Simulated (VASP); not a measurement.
# AgCl (Fm-3m) in VASP: notebook, part 2 of 2

VASP 6.6.1. The steps go on from the part before.

## (3) Vibrations by perturbation theory, PBEsol

This run uses another cell than the first one, of 21.52 Å³/atom.

File INCAR:

```
SYSTEM = AgCl
PREC = Accurate ; ENCUT = 520
EDIFF = 1E-8 ; ISMEAR = 0
SIGMA = 0.01 ; LREAL = .False.
LASPH = .True. ; NELM = 60
ALGO = Normal ; ISIF = 2
LWAVE = .False. ; LCHARG = .False.
GGA = PS ; IBRION = 8
NSW = 1 ; LEPSILON = .True.
```

File KPOINTS:

```
Automatic mesh
0
Gamma
  8 8 8
  0 0 0
```

File POSCAR:

```
AgCl
1.0
    0.0000000000      2.7814565363      2.7814565363
    2.7814565363      0.0000000000      2.7814565363
    2.7814565363      2.7814565363      0.0000000000
Ag Cl
1 1
Direct
    0.5000000000      0.5000000000      0.5000000000
    0.0000000000      0.0000000000      0.0000000000
```

Potentials or basis: VASP PAW PBE potentials, release 64 (Ag, Cl).

The run is started by

```console
$ cat potpaw_PBE.64/Ag/POTCAR potpaw_PBE.64/Cl/POTCAR > POTCAR
$ mpirun -np 1 vasp_std > vasp.out
```

OUTCAR:

```text
SYSTEM = AgCl
   PREC = Accurate
   ENCUT = 520
   EDIFF = 1E-8
   ISMEAR = 0
   LREAL = .False.
   LASPH = .True.
   NELM = 60
   ISIF = 2
   GGA = PS
   IBRION = 8
   NSW = 1
   LEPSILON = .True.

 ion  position               nearest neighbor table
   1  0.500  0.500  0.500-   2 2.78   2 2.78   2 2.78   2 2.78   2 2.78   2 2.78
   2  0.000  0.000  0.000-   1 2.78   1 2.78   1 2.78   1 2.78   1 2.78   1 2.78

  LATTYP: Found a face centered cubic cell.
 ALAT       =     5.5629130726

  Lattice vectors:

 A1 = (   0.0000000000,   2.7814565363,   2.7814565363)
 A2 = (   2.7814565363,   0.0000000000,   2.7814565363)
 A3 = (   2.7814565363,   2.7814565363,   0.0000000000)

Analysis of symmetry for initial positions (statically):
=====================================================================
 Subroutine PRICEL returns:
 Original cell was already a primitive cell.

 Routine SETGRP: Setting up the symmetry group for a
 face centered cubic supercell.

 Subroutine GETGRP returns: Found 48 space group operations
 (whereof 48 operations were pure point group operations)
 out of a pool of 48 trial point group operations.

The static configuration has the point symmetry O_h .

Analysis of symmetry for dynamics (positions and initial velocities):
=====================================================================
 Subroutine PRICEL returns:
 Original cell was already a primitive cell.

 Routine SETGRP: Setting up the symmetry group for a
 face centered cubic supercell.
[... 643 lines left out ...]

 PIEZOELECTRIC TENSOR (including local field effects)  for field in x, y, z        (C/m^2)
          XX          YY          ZZ          XY          YZ          ZX
  --------------------------------------------------------------------------------
  x     0.00000     0.00000     0.00000     0.00000     0.00000     0.00000
  y     0.00000     0.00000     0.00000     0.00000     0.00000     0.00000
  z     0.00000     0.00000     0.00000     0.00000     0.00000     0.00000

 BORN EFFECTIVE CHARGES (including local field effects) (in |e|, cummulative output)
 ---------------------------------------------------------------------------------
 ion    1
    1     1.44774     0.00000     0.00000
    2     0.00000     1.44774     0.00000
    3     0.00000     0.00000     1.44774
 ion    2
    1    -1.44774     0.00000     0.00000
    2     0.00000    -1.44774     0.00000
    3     0.00000     0.00000    -1.44774

 INTERNAL STRAIN TENSOR FOR ION    2 for displacements in x,y,z  (eV/Angst):
          X           Y           Z          XY          YZ          ZX
  --------------------------------------------------------------------------------
  x     0.00000     0.00000     0.00000     0.00000     0.00000     0.00000
  y     0.00000     0.00000     0.00000     0.00000     0.00000     0.00000
  z     0.00000     0.00000     0.00000     0.00000     0.00000     0.00000

 SECOND DERIVATIVES (NOT SYMMETRIZED)
 ------------------------------------
               1X          1Y          1Z          2X          2Y          2Z
  1X    -0.705340    0.000000    0.000000    0.705340    0.000000    0.000000
  1Y     0.000000   -0.705340    0.000000    0.000000    0.705340    0.000000
  1Z     0.000000    0.000000   -0.705340    0.000000    0.000000    0.705340
  2X     0.705066    0.000000    0.000000   -0.705066    0.000000    0.000000
  2Y     0.000000    0.705066    0.000000    0.000000   -0.705066    0.000000
  2Z     0.000000    0.000000    0.705066    0.000000    0.000000   -0.705066

 Eigenvectors and eigenvalues of the dynamical matrix
 ----------------------------------------------------

   1 f  =    2.541374 THz    15.967921 2PiTHz   84.771097 cm-1    10.510272 meV
             X         Y         Z           dx          dy          dz
      2.781457  2.781457  2.781457    -0.497434    0.000000    0.000000
      0.000000  0.000000  0.000000     0.867502    0.000000    0.000000
[... 21 lines left out ...]
   6 f/i=    0.000214 THz     0.001342 2PiTHz    0.007123 cm-1     0.000883 meV
             X         Y         Z           dx          dy          dz
      2.781457  2.781457  2.781457     0.000000   -0.569109   -0.654733
      0.000000  0.000000  0.000000     0.000000   -0.326332   -0.375430

--------------------------------------------------------------------------------------------------------

 MACROSCOPIC STATIC DIELECTRIC TENSOR IONIC CONTRIBUTION
 ------------------------------------------------------
          12.496429    -0.000000     0.000000
          -0.000000    12.496429    -0.000000
           0.000000    -0.000000    12.496429
 ------------------------------------------------------

 ELASTIC MODULI CONTR FROM IONIC RELAXATION (kBar)
 Direction    XX          YY          ZZ          XY          YZ          ZX
 --------------------------------------------------------------------------------
 XX           0.0000      0.0000      0.0000      0.0000      0.0000      0.0000
 YY           0.0000      0.0000      0.0000      0.0000      0.0000      0.0000
 ZZ           0.0000      0.0000      0.0000      0.0000      0.0000      0.0000
 XY           0.0000      0.0000      0.0000      0.0000      0.0000      0.0000
 YZ           0.0000      0.0000      0.0000      0.0000      0.0000      0.0000
 ZX           0.0000      0.0000      0.0000      0.0000      0.0000      0.0000
 --------------------------------------------------------------------------------

 PIEZOELECTRIC TENSOR IONIC CONTR  for field in x, y, z        (C/m^2)
          XX          YY          ZZ          XY          YZ          ZX
  --------------------------------------------------------------------------------
  x     0.00000     0.00000     0.00000     0.00000     0.00000     0.00000
  y     0.00000     0.00000     0.00000     0.00000     0.00000     0.00000
  z     0.00000     0.00000     0.00000     0.00000     0.00000     0.00000
```

It took 2.6 min on 1 thread of AMD EPYC 9R45 (Zen 5), shared host; peak memory 0.22 GiB.

What came out:

```
Electronic dielectric tensor (diagonal)                 : 5.26
Born charges (mean of the diagonal)                     : Ag +1.45; Cl -1.45 e
Highest phonon frequency at Γ, LO-TO splitting left out : 85 cm⁻¹
```

Phonon frequencies in cm⁻¹ (negative: imaginary):
```csv
q point,frequencies
"(0.000, 0.000, 0.000)",0 0 0 85 85 85
```

Electronic dielectric tensor:
```
5.26 0.00 0.00
0.00 5.26 0.00
0.00 0.00 5.26
```

Born effective charge tensors (e):
atom 1, Ag
```
1.45 0.00 0.00
0.00 1.45 0.00
0.00 0.00 1.45
```
atom 2, Cl
```
-1.45  0.00  0.00
 0.00 -1.45  0.00
 0.00  0.00 -1.45
```

Caveat: the cell stands under pressure or tension, which shifts response properties; the PAW data sets were made with another functional, which shifts forces and pressure a little.

## (4) Vibrations by perturbation theory, PBEsol

This run uses another cell than the first one, of 19.02 Å³/atom.

File INCAR:

```
SYSTEM = AgCl
PREC = Accurate
ENCUT = 520
EDIFF = 1E-8
ISMEAR = 0
SIGMA = 0.01
LREAL = .False.
LASPH = .True.
NELM = 100
ALGO = Normal
ISIF = 2
LWAVE = .False.
LCHARG = .False.
GGA = PS
NBANDS = 16
IBRION = 8
NSW = 1
LEPSILON = .True.
```

File KPOINTS:

```
regular mesh
0
Gamma
  10 10 10
  0 0 0
```

File POSCAR:

```
AgCl
1.0
    0.0000000000      2.6695606142      2.6695606142
    2.6695606142      0.0000000000      2.6695606142
    2.6695606142      2.6695606142      0.0000000000
Ag Cl
1 1
Direct
    0.5000000000      0.5000000000      0.5000000000
    0.0000000000      0.0000000000      0.0000000000
```

Potentials or basis: VASP PAW PBE potentials, release 64 (Ag, Cl).

The run is started by

```console
$ cat potpaw_PBE.64/Ag/POTCAR potpaw_PBE.64/Cl/POTCAR > POTCAR
$ mpirun -np 1 vasp_std > vasp.out
```

OUTCAR:

```text
SYSTEM = AgCl
   PREC = Accurate
   ENCUT = 520
   EDIFF = 1E-8
   ISMEAR = 0
   LREAL = .False.
   LASPH = .True.
   NELM = 100
   ISIF = 2
   GGA = PS
   IBRION = 8
   NSW = 1
   LEPSILON = .True.

 ion  position               nearest neighbor table
   1  0.500  0.500  0.500-   2 2.67   2 2.67   2 2.67   2 2.67   2 2.67   2 2.67
   2  0.000  0.000  0.000-   1 2.67   1 2.67   1 2.67   1 2.67   1 2.67   1 2.67

[... 786 lines left out ...]
      0.000000  0.000000  0.000000     0.000000   -0.867136    0.000000
[... 21 lines left out ...]
   6 f/i=    0.003513 THz     0.022070 2PiTHz    0.117166 cm-1     0.014527 meV
             X         Y         Z           dx          dy          dz
      2.669561  2.669561  2.669561     0.000000    0.000000    0.867136
      0.000000  0.000000  0.000000     0.000000    0.000000    0.498071

--------------------------------------------------------------------------------------------------------

 MACROSCOPIC STATIC DIELECTRIC TENSOR IONIC CONTRIBUTION
 ------------------------------------------------------
           4.587306    -0.000000     0.000000
          -0.000000     4.587306    -0.000000
           0.000000    -0.000000     4.587306
 ------------------------------------------------------

 ELASTIC MODULI CONTR FROM IONIC RELAXATION (kBar)
 Direction    XX          YY          ZZ          XY          YZ          ZX
 --------------------------------------------------------------------------------
 XX           0.0000      0.0000      0.0000      0.0000      0.0000      0.0000
 YY           0.0000      0.0000      0.0000      0.0000      0.0000      0.0000
 ZZ           0.0000      0.0000      0.0000      0.0000      0.0000      0.0000
 XY           0.0000      0.0000      0.0000      0.0000      0.0000      0.0000
 YZ           0.0000      0.0000      0.0000      0.0000      0.0000      0.0000
 ZX           0.0000      0.0000      0.0000      0.0000      0.0000      0.0000
 --------------------------------------------------------------------------------

 PIEZOELECTRIC TENSOR IONIC CONTR  for field in x, y, z        (C/m^2)
          XX          YY          ZZ          XY          YZ          ZX
  --------------------------------------------------------------------------------
  x     0.00000     0.00000     0.00000     0.00000     0.00000     0.00000
  y     0.00000     0.00000     0.00000     0.00000     0.00000     0.00000
  z     0.00000     0.00000     0.00000     0.00000     0.00000     0.00000
```

OSZICAR:

```text
N       E                     dE             d eps       ncg     rms          rms(c)
DAV:   1     0.937947757610E+02    0.93795E+02   -0.87753E+03  1504   0.103E+03
DAV:   2    -0.316037837948E+01   -0.96955E+02   -0.89211E+02  1912   0.223E+02
DAV:   3    -0.617798066153E+01   -0.30176E+01   -0.30110E+01  1896   0.402E+01
[... 155 lines left out ...]
RMM:   7    -0.187323015823E+00   -0.66977E-05   -0.62480E-08  5278   0.861E-04    0.141E-04
RMM:   8    -0.187321182640E+00    0.18332E-05   -0.10142E-09  5642   0.165E-04    0.113E-04
RMM:   9    -0.187320912879E+00    0.26976E-06   -0.94783E-09  5629   0.857E-05    0.105E-05
RMM:  10    -0.187320857224E+00    0.55656E-07    0.28187E-08  5778   0.234E-05    0.164E-06
RMM:  11    -0.187320861222E+00   -0.39988E-08   -0.16480E-07  5261   0.112E-05    0.186E-06
RMM:  12    -0.187320869711E+00   -0.84882E-08   -0.74098E-08  3658   0.908E-06    0.990E-08
 Linear response finished
```

Run time: 4.1 min. Hardware: 1 thread of AMD EPYC 9R45 (Zen 5), shared host; peak memory 0.28 GiB.

Results:

```yaml
Electronic_dielectric_tensor_diagonal: 5.69
Born_charges_mean_of_the_diagonal: Ag +1.39; Cl -1.39 e
Highest_phonon_frequency_at_Γ_LO-TO_splitting_left_out: 143 cm⁻¹
```

Phonon frequencies in cm⁻¹ (negative: imaginary):
```csv
q point,frequencies
"(0.000, 0.000, 0.000)",0 0 0 143 143 143
```

Electronic dielectric tensor:
```
5.69 0.00 0.00
0.00 5.69 0.00
0.00 0.00 5.69
```

Born effective charge tensors (e):
atom 1, Ag
```
1.39 0.00 0.00
0.00 1.39 0.00
0.00 0.00 1.39
```
atom 2, Cl
```
-1.39  0.00  0.00
 0.00 -1.39  0.00
 0.00  0.00 -1.39
```

Caveat: the cell stands under pressure or tension, which shifts response properties; the PAW data sets were made with another functional, which shifts forces and pressure a little.
